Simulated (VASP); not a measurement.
Set up this calculation in VASP 6.6.1, as the native input.

```yaml
Task: electric field gradients
Functional: PBEsol
Potentials_or_basis: VASP PAW PBE potentials, release 64 (Zn, S)
Cutoff: 520 eV
k_mesh: 8 × 8 × 8
Occupations: fermi-dirac, width 0.01 eV
Spin: no spin polarisation
Dipole_correction: no
Further_INCAR_settings: ALGO = Normal; EDIFF = 1e-08; NBANDS = 16
```

The structure of ZnS lies in POSCAR:

```
ZnS
1.0
    0.0000000000      2.7857895000      2.7046500000
    2.7857895000      0.0000000000      2.7046500000
    2.7857895000      2.7857895000      0.0000000000
Zn S
1 1
Direct
    0.0000000000      0.0000000000      0.0000000000
    0.7500000000      0.7500000000      0.7500000000
```

This cell differs from its parent crystal: equal xx and yy strain of +3 %.

The input as run:

INCAR

```
PREC = Accurate
ENCUT = 520
EDIFF = 1E-8
ISMEAR = -1
SIGMA = 0.01
LREAL = F
LASPH = T
NELM = 80
ALGO = Normal
ISIF = 2
LWAVE = F
LCHARG = F
GGA = PS
LEFG = T
NBANDS = 16
```

KPOINTS

```
Automatic mesh
0
Gamma
  8 8 8
```

Potentials or basis: VASP PAW PBE potentials, release 64 (Zn, S).

Launch:

```console
$ cat potpaw_PBE.64/Zn/POTCAR potpaw_PBE.64/S/POTCAR > POTCAR
$ mpirun -np 1 vasp_std > vasp.out
```

Results of the run:

The pressure is -5.6 GPa and the band gap on the k mesh is 1.65 eV, direct.

Caveat: the cell differs from its parent crystal (equal xx and yy strain of +3 %); without QUAD_EFG the Cq values of the log hold for a quadrupole moment of 1 mb, not for the nuclei; the PAW data sets were made with another functional, which shifts forces and pressure a little.

Wall time 29 s on 1 thread of Intel(R) Xeon(R) 6975P-C (Granite Rapids), with other jobs on the host, peak memory 0.18 GiB.
